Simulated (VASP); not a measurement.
# Ge (Fd-3m) in VASP: further runs, part 2 of 2

VASP 6.6.1.

## (5) Single point, PBE

Input file INCAR:

```
SYSTEM = Ge
ALGO = Normal
EDIFF = 1E-6
ENCUT = 520
GGA = PE
ISIF = 2
ISMEAR = 0
LASPH = .True.
LCHARG = .True.
LELF = .True.
LREAL = .False.
LVHAR = .True.
LWAVE = .False.
NBANDS = 21
NELM = 100
PREC = Accurate
SIGMA = 0.025
```

Input file KPOINTS:

```
k-points
0
Gamma
  8 8 8
  0 0 0
```

Input file POSCAR:

```
Ge
1.0
    0.0000000000      2.8289100000      2.8289100000
    2.8289100000      0.0000000000      2.8289100000
    2.8289100000      2.8289100000      0.0000000000
Ge
2
Direct
    0.7500000000      0.7500000000      0.7500000000
    0.5000000000      0.5000000000      0.5000000000
```

Potentials or basis: VASP PAW PBE potentials, release 64 (Ge_d).

On the command line:

```console
cat potpaw_PBE.64/Ge_d/POTCAR > POTCAR
mpirun -np 1 vasp_std > vasp.out
```

OUTCAR:

```text
SYSTEM = Ge
   EDIFF = 1E-6
   ENCUT = 520
   GGA = PE
   ISIF = 2
   ISMEAR = 0
   LASPH = .True.
   LREAL = .False.
   NELM = 100
   PREC = Accurate

 ion  position               nearest neighbor table
   1  0.750  0.750  0.750-   2 2.45   2 2.45   2 2.45   2 2.45
   2  0.500  0.500  0.500-   1 2.45   1 2.45   1 2.45   1 2.45

  LATTYP: Found a face centered cubic cell.
 ALAT       =     5.6578200000

  Lattice vectors:

 A1 = (   0.0000000000,   2.8289100000,   2.8289100000)
 A2 = (   2.8289100000,   0.0000000000,   2.8289100000)
 A3 = (   2.8289100000,   2.8289100000,   0.0000000000)

Analysis of symmetry for initial positions (statically):
=====================================================================
 Subroutine PRICEL returns:
 Original cell was already a primitive cell.

 Routine SETGRP: Setting up the symmetry group for a
 face centered cubic supercell.

 Subroutine GETGRP returns: Found 48 space group operations
 (whereof 24 operations were pure point group operations)
 out of a pool of 48 trial point group operations.

The static configuration has the point symmetry T_d .
 The point group associated with its full space group is O_h .
[... 159 lines left out ...]
  free energy    TOTEN  =        -8.99885171 eV

  energy without entropy =       -8.99879545  energy(sigma->0) =       -8.99882358

 E-fermi :   5.0183     XC(G=0):  -9.9229

 val. band max:        4.9945481830   @ k =   0.0000   0.0000   0.0000
 cond. band min:       5.0292252045   @ k =   0.0000   0.0000   0.0000
 fundamental gap:      0.0346770215
 Fermi energy:         5.0183052775

 k-point     1 :       0.0000    0.0000    0.0000
  band No.  band energies     occupation
      1     -19.8206      2.00000
      2     -19.8206      2.00000
      3     -19.8206      2.00000
      4     -19.7845      2.00000
      5     -19.7845      2.00000
      6     -19.5740      2.00000
[... 565 lines left out ...]
     20      15.9593      0.00000
     21      16.4688      0.00000

 [... further k-points ...]

------------------------ aborting loop because EDIFF is reached ----------------------------------------

  FORCE on cell =-STRESS in cart. coord.  units (eV):
  Direction    XX          YY          ZZ          XY          YZ          ZX
  --------------------------------------------------------------------------------------
  -------------------------------------------------------------------------------------
  Total        0.9879468      0.9879468      0.9879468      0.0000000      0.0000000     -0.0000000
  in kB       34.9588174     34.9588174     34.9588174      0.0000000      0.0000000     -0.0000000
  external PRESSURE =      34.9588174 kB  Pullay stress =       0.0000000 kB

 VOLUME and BASIS-vectors are now :
 -----------------------------------------------------------------------------
  energy-cutoff  :      520.00
  volume of cell :       45.28
      direct lattice vectors                 reciprocal lattice vectors
     0.000000000  2.828910000  2.828910000    -0.176746521  0.176746521  0.176746521
     2.828910000  0.000000000  2.828910000     0.176746521 -0.176746521  0.176746521
     2.828910000  2.828910000  0.000000000     0.176746521  0.176746521 -0.176746521

 POSITION                                       TOTAL-FORCE (eV/Angst)
 -----------------------------------------------------------------------------------
      4.24336      4.24336      4.24336        -0.000000      0.000000      0.000000
      2.82891      2.82891      2.82891         0.000000     -0.000000     -0.000000
 -----------------------------------------------------------------------------------
    total drift:                                0.000000     -0.000000     -0.000000

  FREE ENERGIE OF THE ION-ELECTRON SYSTEM (eV)
  ---------------------------------------------------
  free  energy   TOTEN  =        -8.9988517062 eV

  energy  without entropy=       -8.9987954524  energy(sigma->0) =       -8.99882358
```

stdout:

```text
POSCAR found type information on POSCAR Ge
 POSCAR found :  1 types and       2 ions
 scaLAPACK will be used
 LDA part: xc-table for (Slater+PW92), standard interpolation
 POSCAR, INCAR and KPOINTS ok, starting setup
 FFT: planning ... GRIDC
 FFT: planning ... GRID_SOFT
 FFT: planning ... GRID
 WAVECAR not read
 entering main loop
```

Wall time 48 s (1 thread of Intel Xeon 8259CL, shared host); peak memory 0.17 GiB.

Results:

```yaml
Free_energy: -8.9989 eV
Pressure: 3.5 GPa
Band_gap_on_the_k_mesh: 0.03 eV
```

Caveat: the cell stands under pressure; semilocal functionals underestimate gaps, and a narrow one can read as zero.

## (6) Single point, PBEsol+D4

This run uses another cell than the first one, of 22.44 Å³/atom.

Input file INCAR:

```
SYSTEM = Ge
PREC = Accurate ; ENCUT = 520
EDIFF = 1E-6 ; ISMEAR = -1
SIGMA = 0.05 ; LREAL = .FALSE.
LASPH = .TRUE. ; NELM = 80
ALGO = Normal ; ISIF = 2
LWAVE = .FALSE. ; LCHARG = .FALSE.
GGA = PS ; IVDW = 13
NBANDS = 21
```

Input file KPOINTS:

```
regular mesh
0
G
  8 8 8
  0 0 0
```

Input file POSCAR:

```
Ge
1.0
    0.0000000000      2.8206839971      2.8206839971
    2.8206839971      0.0000000000      2.8206839971
    2.8206839971      2.8206839971      0.0000000000
Ge
2
Direct
    0.7500000000      0.7500000000      0.7500000000
    0.5000000000      0.5000000000      0.5000000000
```

Potentials or basis: VASP PAW PBE potentials, release 64 (Ge_d).

On the command line:

```console
cat potpaw_PBE.64/Ge_d/POTCAR > POTCAR
mpirun -np 1 vasp_std > vasp.out
```

It took 44 s on 1 thread of Intel Xeon 8259CL, shared host; peak memory 0.17 GiB.

Results (log left out):

* Free energy: -10.2369 eV
* Pressure: -0.1 GPa
* Band gap on the k mesh: 0.07 eV
* Dispersion energy per atom: -0.188 eV

Levels at points of the mesh, in eV from the valence-band top:
```csv
k point,band 12,band 13,band 14,band 15,band 16,band 17
"(0.00, 0.00, 0.00)",0.00,0.00,0.00,0.07,2.54,2.54
"(0.50, 0.00, 0.00)",-7.67,-1.42,-1.42,0.15,3.72,3.72
"(0.50, 0.50, 0.00)",-8.94,-3.12,-3.12,0.65,0.65,9.56
```

Caveat: semilocal functionals underestimate gaps, and a narrow one can read as zero; the PAW data sets were made with another functional, which shifts forces and pressure a little.

## (7) The runs side by side

| level | spin | cell | k mesh | smearing | grid for exact exchange (PRECFOCK) | share of exact exchange | gap on the mesh (eV) | pressure (GPa) |
| --- | --- | --- | --- | --- | --- | --- | --- | --- |
| PBE | non-collinear, zero start, SOC | a = 4.001 Å, angles 60.0°, 2 atoms | 8 × 8 × 8 | fermi-dirac 0.05 eV | - | - | - | 3.6 |
| PBE-based global hybrid with 50 % exact exchange | off | a = 4.001 Å, angles 60.0°, 2 atoms | 5 × 5 × 5 | fermi-dirac 0.05 eV | Normal | 0.5 | 3.02 | -1.7 |
| PBE | off | a = 4.001 Å, angles 60.0°, 2 atoms | 8 × 8 × 8 | gaussian 0.021 eV | - | - | 0.03 | 3.5 |
| PBE | off | a = 4.001 Å, angles 60.0°, 2 atoms | 8 × 8 × 8 | gaussian 0.025 eV | - | - | 0.03 | 3.5 |
| PBEsol+D4 | off | a = 3.989 Å, angles 60.0°, 2 atoms | 8 × 8 × 8 | fermi-dirac 0.05 eV | - | - | 0.07 | -0.1 |

Alike in all rows: task single point; potentials or basis VASP PAW PBE potentials, release 64 (Ge_d); cutoff (eV) 520.

On the cell as given the gap runs from 0.03 eV (PBE) to 3.02 eV (PBE-based global hybrid with 50 % exact exchange); the meshes differ, which moves gaps too. The pressure there spans -1.7 GPa (PBE-based global hybrid with 50 % exact exchange) to 3.6 GPa (PBE); a positive pressure means that this level wants a larger cell, a negative one a smaller.

Caveats: the cell stands under pressure (at least some runs); semilocal functionals underestimate gaps, and a narrow one can read as zero (at least some runs); the PAW data sets were made with another functional, which shifts forces and pressure a little (at least some runs); an odd mesh through Γ misses points on the zone boundary, where band edges can lie (at least some runs).

Absolute energies hang on the potentials; compare differences alone.

## (8) Against experiment

Step 6. Measured gap of Ge: 0.807 eV (direct; 300 K; “Electronic and optical properties of SixGe1-x-ySny alloys lattice-matched to Ge”, 2021, arxiv:2109.02782). This calculation gives 0.07 eV (-0.73 eV). 3 values of this kind are on record (0.666 to 0.807 eV); this one was drawn at random among those near their median. Spin-orbit coupling on Ge is left out. The value is that of PBEsol+D4 on a finite k mesh, which can miss the band edges, without temperature or zero-point motion. Semilocal functionals fall short of measured gaps as a rule.
